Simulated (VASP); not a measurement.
MgW: single point with PBE

Crystal: MgW.

```
Mg W
1.0
     0.00000    2.71726    0.00000
     0.00000    0.00000    4.63914
     5.43451    0.00000    0.00000
Mg W
2 2
Direct
  0.00000 0.00000 0.50000
  0.00000 0.00000 0.00000
  0.50000 0.50000 0.25000
  0.50000 0.50000 0.75000
```

```json
{"Program": "VASP 6.6.1", "Task": "single point", "Functional": "PBE", "Potentials or basis": "VASP PAW PBE potentials, release 64 (Mg, W_sv)", "Cutoff": "520 eV", "k mesh": "8 × 6 × 4", "Occupations": "gaussian, width 0.2 eV", "Spin": "no spin polarisation", "Dipole correction": "no", "Further INCAR settings": "ALGO = Normal; EDIFF = 1e-07; NBANDS = 24"}
```

| Property | Result |
| --- | --- |
| Pressure | 0.4 GPa |
| Band gap on the k mesh | zero (bands 16 and 17 overlap by 0.85 eV) |

Stress tensor (GPa, compression positive):
```
 0.65  0.00  0.00
 0.00  0.65  0.00
 0.00  0.00 -0.10
```

Levels at points of the mesh, in eV from the Fermi level:
| k point | band 12 | band 13 | band 14 | band 15 | band 16 | band 17 | band 18 | band 19 | band 20 | band 21 |
| --- | --- | --- | --- | --- | --- | --- | --- | --- | --- | --- |
| (0.00, 0.00, 0.00) | -3.15 | -3.03 | -1.99 | -1.67 | -0.37 | 1.45 | 2.55 | 2.55 | 3.21 | 4.46 |
| (0.50, 0.00, 0.00) | -1.99 | -1.67 | -1.53 | -1.53 | -0.41 | 1.45 | 2.50 | 2.50 | 3.21 | 4.46 |
| (0.00, 0.50, 0.00) | -3.37 | -3.12 | -1.45 | -1.04 | -0.16 | 0.15 | 1.45 | 2.45 | 2.45 | 3.11 |
| (0.50, 0.50, 0.00) | -2.06 | -2.06 | -1.04 | -0.16 | 0.15 | 1.37 | 1.45 | 3.11 | 3.63 | 4.97 |
| (0.00, 0.00, 0.50) | -2.97 | -1.86 | -1.86 | -1.39 | -1.39 | 2.80 | 2.80 | 2.86 | 2.86 | 3.37 |
| (0.50, 0.00, 0.50) | -2.44 | -2.38 | -2.38 | 0.00 | 0.00 | 0.25 | 0.25 | 1.30 | 1.30 | 6.10 |
| (0.00, 0.50, 0.50) | -4.76 | -1.82 | -1.82 | -0.50 | -0.50 | 0.05 | 0.05 | 2.77 | 2.77 | 2.80 |
| (0.50, 0.50, 0.50) | -2.73 | -1.31 | -1.31 | -0.45 | -0.45 | 0.74 | 0.74 | 2.41 | 2.41 | 3.79 |

Run time: 2.3 min on 1 thread of Intel Xeon 8259CL, with other jobs on the host, peak memory 0.24 GiB.

Caveat: spin-orbit coupling is left out, which moves the levels of the heavy elements.
